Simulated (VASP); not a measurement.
Here is a VASP 6.6.1 calculation.

Contents of POSCAR:

```
TaC
1.0
    0.0000000000      2.2270000000      2.2270000000
    2.2270000000      0.0000000000      2.2270000000
    2.2270000000      2.2270000000      0.0000000000
Ta C
1 1
Direct
    0.0000000000      0.0000000000      0.0000000000
    0.5000000000      0.5000000000      0.5000000000
```

The input INCAR.step1:

```
SYSTEM = TaC
PREC     = Accurate       ! precision mode
ENCUT    = 770            ! plane-wave cutoff, eV
ISMEAR   = 0              ! smearing method
SIGMA    = 0.15           ! smearing width, eV
LREAL    = .False.        ! projectors in reciprocal space
LASPH    = .True.         ! aspherical terms in the spheres
NELM     = 120            ! most SCF steps
NBANDS   = 16             ! bands
GGA      = PE             ! functional
ALGO     = Normal         ! electronic algorithm
EDIFF    = 1E-5           ! SCF threshold, eV
LWAVE    = .True.         ! write WAVECAR
LCHARG   = .False.        ! write CHGCAR
GGA_COMPAT= .False.
```

Contents of INCAR.step2:

```
SYSTEM = TaC
PREC     = Accurate       ! precision mode
ENCUT    = 770            ! plane-wave cutoff, eV
EDIFF    = 1E-6           ! SCF threshold, eV
ISMEAR   = 0              ! smearing method
SIGMA    = 0.15           ! smearing width, eV
LREAL    = .False.        ! projectors in reciprocal space
LASPH    = .True.         ! aspherical terms in the spheres
NELM     = 120            ! most SCF steps
ALGO     = Normal         ! electronic algorithm
ISIF     = 2              ! what is computed and relaxed
LWAVE    = .False.        ! write WAVECAR
LCHARG   = .False.        ! write CHGCAR
METAGGA  = R2SCAN         ! meta-GGA
LMIXTAU  = .True.       
NBANDS   = 16             ! bands
ISTART   = 1            
GGA_COMPAT= .False.
```

File KPOINTS:

```
regular mesh
0
Gamma
  20 20 20
  0 0 0
```

Potentials or basis: VASP PAW PBE potentials, release 64 (Ta_sv_GW, C).

Run with:

```sh
$ cat potpaw_PBE.64/Ta_sv_GW/POTCAR potpaw_PBE.64/C/POTCAR > POTCAR
$ cp INCAR.step1 INCAR
$ mpirun -np 1 vasp_std > vasp.out
$ cp INCAR.step2 INCAR
$ mpirun -np 1 vasp_std > vasp.out
```

(1) What does it give for the pressure?

(2) What does it give for the band gap on the k mesh?

Answers

(1) 1.7 GPa.

(2) zero (an odd number of electrons rules out a gap without spin polarisation).

Caveat: the PAW data sets were made with another functional, which shifts forces and pressure a little; spin-orbit coupling is left out, which moves the levels of the heavy elements; an odd number of electrons without spin polarisation forces a metal; a magnetic or distorted state may lie lower.
